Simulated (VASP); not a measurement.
# Al (Im-3m) in VASP: a series of runs, part 2 of 2

VASP 6.6.1. Earlier steps stand in the parts before.

### 3 Single point, LDA

This run uses another cell than the first one, of 16.22 Å³/atom.

INCAR reads:

```
PREC = Accurate
ENCUT = 500
EDIFF = 1E-6
ISMEAR = 0
SIGMA = 0.1
LREAL = F
LASPH = T
NELM = 120
ALGO = Normal
ISIF = 2
LWAVE = F
LCHARG = F
GGA = CA
NBANDS = 8
GGA_COMPAT = F
```

KPOINTS reads:

```
Automatic mesh
0
Gamma
  18 18 18
```

POSCAR reads:

```
Al
1.0
   -1.5947166345      1.5947166345      1.5947166345
    1.5947166345     -1.5947166345      1.5947166345
    1.5947166345      1.5947166345     -1.5947166345
Al
1
Direct
    0.0000000000      0.0000000000      0.0000000000
```

Potentials or basis: VASP PAW LDA potentials, release 64 (Al).

On the command line:

```
> cat potpaw_LDA.64/Al/POTCAR > POTCAR
> mpirun -np 1 vasp_std > vasp.out
```

OUTCAR:

```text
PREC = Accurate
   ENCUT = 500
   EDIFF = 1E-6
   ISMEAR = 0
   LREAL = F
   LASPH = T
   NELM = 120
   ISIF = 2
   GGA = CA

 ion  position               nearest neighbor table
   1  0.000  0.000  0.000-

  LATTYP: Found a body centered cubic cell.
 ALAT       =     3.1894332690

  Lattice vectors:

 A1 = (  -1.5947166345,   1.5947166345,   1.5947166345)
 A2 = (   1.5947166345,  -1.5947166345,   1.5947166345)
 A3 = (   1.5947166345,   1.5947166345,  -1.5947166345)

Analysis of symmetry for initial positions (statically):
=====================================================================
 Subroutine PRICEL returns:
 Original cell was already a primitive cell.

 Routine SETGRP: Setting up the symmetry group for a
 body centered cubic supercell.

 Subroutine GETGRP returns: Found 48 space group operations
 (whereof 48 operations were pure point group operations)
 out of a pool of 48 trial point group operations.

The static configuration has the point symmetry O_h .

Analysis of symmetry for dynamics (positions and initial velocities):
=====================================================================
 Subroutine PRICEL returns:
 Original cell was already a primitive cell.

 Routine SETGRP: Setting up the symmetry group for a
 body centered cubic supercell.

 Subroutine GETGRP returns: Found 48 space group operations
 (whereof 48 operations were pure point group operations)
 out of a pool of 48 trial point group operations.

The dynamic configuration has the point symmetry O_h .

 Subroutine INISYM returns: Found 48 space group operations
 (whereof 48 operations are pure point group operations),
 and found     1 'primitive' translations

----------------------------------------------------------------------------------------

                                     Primitive cell

  volume of cell :      16.2222
[... 107 lines left out ...]
     AMIX_MAG =   1.60;   BMIX_MAG =  1.00
  volume/ion in A,a.u.               =      16.22       109.47
  Fermi-wavevector in a.u.,A,eV,Ry     =   0.932707  1.762560 11.836275  0.869942
  Thomas-Fermi vector in A             =   2.059332
   LORBIT       =      0    0 simple, 1 ext, 2 COOP (PROOUT), +10 PAW based schemes
   GGA     = CA    functional components
   LHFCALC =     F    Hartree Fock is set to
   AEXX    =    0.0000 exact exchange contribution
   IVDW    =     0    specifies the selected vdW correction
   LEPSILON=     F    determine dielectric tensor
   LRPA    =     F    only Hartree local field effects (RPA)
 non-spin polarized calculation
 Gauss-broadening in eV      SIGMA  =   0.10
  energy-cutoff  :      500.00
  volume of cell :       16.22
 maximum number of plane-waves:       426
   NGX =  9   NGY =  9   NGZ =  9

 number of electron       3.0000000 magnetization

 Free energy of the ion-electron system (eV)
  ---------------------------------------------------
  ext. energy  EPLUGINS =         0.00000000
  ---------------------------------------------------
  free energy    TOTEN  =        -4.09389719 eV

  energy without entropy =       -4.09221872  energy(sigma->0) =       -4.09305795

 E-fermi :   7.9805     XC(G=0): -10.4101

 val. band max:        7.9369525082   @ k =  -0.3889  -0.4444   0.2222
 cond. band min:       7.9834130049   @ k =   0.2778   0.1667   0.0556
 fundamental gap:      0.0464604966
 Fermi energy:         7.9804500515

 k-point     1 :       0.0000    0.0000    0.0000
  band No.  band energies     occupation
      1      -3.2437      2.00000
      2      21.2656      0.00000
      3      21.2656      0.00000
      4      21.2656      0.00000
      5      22.6452      0.00000
      6      22.6452      0.00000
      7      22.6452      0.00000
      8      24.3852      0.00000
[... 243 lines left out ...]
 k-point    24 :       0.3889    0.1111   -0.0000
  band No.  band energies     occupation
      1       2.6322      2.00000
      2       5.7408      2.00000
      3      13.1299      0.00000
      4      16.0298      0.00000
      5      19.5123      0.00000
      6      22.1841      0.00000
      7      26.7153      0.00000
      8      29.1075      0.00000

 [... further k-points ...]

------------------------ aborting loop because EDIFF is reached ----------------------------------------

  FORCE on cell =-STRESS in cart. coord.  units (eV):
  Direction    XX          YY          ZZ          XY          YZ          ZX
  --------------------------------------------------------------------------------------
  -------------------------------------------------------------------------------------
  Total        0.0076831      0.0076831      0.0076831      0.0000000      0.0000000      0.0000000
  in kB        0.7588142      0.7588142      0.7588142      0.0000000      0.0000000      0.0000000
  external PRESSURE =       0.7588142 kB  Pullay stress =       0.0000000 kB

 VOLUME and BASIS-vectors are now :
 -----------------------------------------------------------------------------
  energy-cutoff  :      500.00
  volume of cell :       16.22
      direct lattice vectors                 reciprocal lattice vectors
    -1.594716634  1.594716634  1.594716634     0.000000000  0.313535326  0.313535326
     1.594716634 -1.594716634  1.594716634     0.313535326  0.000000000  0.313535326
     1.594716634  1.594716634 -1.594716634     0.313535326  0.313535326  0.000000000

 POSITION                                       TOTAL-FORCE (eV/Angst)
 -----------------------------------------------------------------------------------
      0.00000      0.00000      0.00000        -0.000000     -0.000000     -0.000000
 -----------------------------------------------------------------------------------
    total drift:                                0.000000      0.000000     -0.000000

  FREE ENERGIE OF THE ION-ELECTRON SYSTEM (eV)
  ---------------------------------------------------
  free  energy   TOTEN  =        -4.0938971880 eV

  energy  without entropy=       -4.0922187213  energy(sigma->0) =       -4.09305795
```

It took 5.5 s on 1 thread of Intel Xeon 6975P-C (Granite Rapids), shared host; peak memory 0.12 GiB.

What came out:

| Property | Result |
| --- | --- |
| Free energy | -4.0939 eV |
| Pressure | 0.1 GPa |
| Band gap on the k mesh | zero (an odd number of electrons rules out a gap without spin polarisation) |

### 4 Relaxation of cell and atoms, LDA

INCAR reads:

```
PREC = Accurate ; ENCUT = 500
EDIFF = 1E-7 ; ISMEAR = 0
SIGMA = 0.1 ; LREAL = F
LASPH = T ; NELM = 120
ALGO = Normal ; ISIF = 3
LWAVE = F ; LCHARG = F
GGA = CA ; IBRION = 2
NSW = 100 ; EDIFFG = -0.002
GGA_COMPAT = F ; NELMIN = 4
```

KPOINTS reads:

```
regular mesh
0
Gamma
  18 18 18
```

POSCAR reads:

```
Al
1.0
   -1.6070005753      1.6070005753      1.6070005753
    1.6070005753     -1.6070005753      1.6070005753
    1.6070005753      1.6070005753     -1.6070005753
Al
1
Direct
    0.0000000000      0.0000000000      0.0000000000
```

On the command line:

```
> cat potpaw_LDA.64/Al/POTCAR > POTCAR
> mpirun -np 1 vasp_std > vasp.out
```

It took 6.9 s on 1 thread of Intel Xeon 6975P-C (Granite Rapids), shared host; peak memory 0.12 GiB.

Results (log left out):

```
Free energy                           : -4.0939 eV
Relaxed volume                        : 16.24 Å³/atom
Relaxed cell                          : a = 2.763 Å, b = 2.763 Å, c = 2.763 Å, α = 109.47°, β = 109.47°, γ = 109.47°
Space group after relaxing (to 0.1 Å) : Im-3m (No. 229)
Energy gained by relaxing             : 1.8 meV/atom
Ionic steps                           : 3
Pressure after relaxing               : 0.0 GPa
Band gap on the k mesh                : zero (an odd number of electrons rules out a gap without spin polarisation)
```

The path:
```tsv
step	energy change (eV)	largest force (eV/Å)	pressure (GPa)	volume (Å³)
1	0.0000	0.0000	-1.58	16.60
2	-0.0018	0.0000	0.14	16.21
3	-0.0018	0.0000	0.00	16.24
```

Final structure:
```
Al
1.0
    -1.59525    1.59525    1.59525
     1.59525   -1.59525    1.59525
     1.59525    1.59525   -1.59525
Al
1
Direct
  0.00000 0.00000 0.00000
```

Levels at points of the mesh, in eV from the Fermi level:
```tsv
k point	band 1	band 2	band 3	band 4	band 5
(0.00, 0.00, 0.00)	-11.22	13.28	13.28	13.28	14.65
(0.50, 0.00, 0.00)	-4.35	-3.90	8.15	8.31	10.03
(0.50, 0.50, 0.50)	1.86	1.86	1.86	3.02	3.02
```

### 5 Overview

```csv
task,cell,k mesh,gap on the mesh (eV),pressure (GPa)
single point,"a = 2.783 Å, angles 109.5°, 1 atom",8 × 8 × 8,none,-1.1
single point,"a = 2.762 Å, angles 109.5°, 1 atom",18 × 18 × 18,none,0.1
relaxation of cell and atoms,"relaxed from a = 2.783 Å, angles 109.5°, 1 atom",18 × 18 × 18,none,0.0
```

Alike in all rows: level LDA; potentials or basis VASP PAW LDA potentials, release 64 (Al); no spin polarisation; cutoff (eV) 500; smearing gaussian 0.1 eV.

Absolute energies hang on the potentials; compare differences alone.
